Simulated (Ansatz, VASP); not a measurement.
**Au2I3: VASP beside Ansatz**

```
CELL_PARAMETERS angstrom
5.63520 0.00000 0.00000
0.00000 5.63520 0.00000
0.00000 0.00000 5.63520
ATOMIC_POSITIONS crystal
Au 0.50000 0.50000 0.50000
Au 0.00000 0.00000 0.00000
I 0.50000 0.00000 0.00000
I 0.00000 0.50000 0.00000
I 0.00000 0.00000 0.50000
```

Alike in both runs: functional PBE; k mesh 8 × 8 × 8; occupations gaussian, width 0.1 eV; no spin polarisation.

Ansatz relaxed the structure, and its values are those at the end. VASP's run is a single point on that final structure, the one shown.

|  | VASP | Ansatz |
| --- | --- | --- |
| version | VASP 6.6.1 | Ansatz 0.2.0 |
| potentials or method | VASP PAW PBE potentials, release 64 (Au, I), cutoff 520 eV | scalar-relativistic, plane waves, PAW |
| valence electrons in the cell | 43 | 89 |

Ansatz gave:

```
gap on the k mesh at the Fermi level (eV) : none
pressure (GPa)                            : 0.0
```

Q: Which values does VASP return?

A: gap on the k mesh at the Fermi level (eV): none; pressure (GPa): -0.1.

A gap of «none» marks a metal or a gap that the smearing closes. VASP's potentials hold 43 valence electrons a cell and Ansatz's 89, so a difference there can come from the potentials and not from the codes.

Spin-orbit coupling is off throughout.
